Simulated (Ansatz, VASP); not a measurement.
## Two plane-wave programs on SiGe5

```xyz
6
Lattice="2.9959 0.0000 0.0000 -1.4979 2.5945 0.0000 0.0000 0.0000 14.3516" Properties=species:S:1:pos:R:3 pbc="T T T"
Si    0.0000    0.0000    0.0000
Ge    1.4979    0.8648   12.1150
Ge    0.0000    0.0000    9.6253
Ge    1.4979    0.8648    7.1758
Ge    0.0000    0.0000    4.7262
Ge    1.4979    0.8648    2.2366
```

Change from the starting cell: species swapped into the MgCd5 type (P-6m2, No. 187).

Alike in both runs: functional PBE; k mesh 12 × 12 × 4; occupations gaussian, width 0.1 eV; no spin polarisation.

Ansatz relaxed the structure, and its values are those at the end. VASP's run is a single point on that final structure, the one shown.

|  | VASP | Ansatz |
| --- | --- | --- |
| version | VASP 6.6.1 | Ansatz 0.2.0 |
| potentials or method | VASP PAW PBE potentials, release 64 (Si, Ge_d), cutoff 520 eV | scalar-relativistic, plane waves, PAW |
| valence electrons in the cell | 74 | 74 |

```csv
,VASP,Ansatz,Ansatz less VASP
gap on the k mesh at the Fermi level (eV),none,none,-
pressure (GPa),-0.1,0.0,+0.09
```

A gap of «none» marks a metal or a gap that the smearing closes.
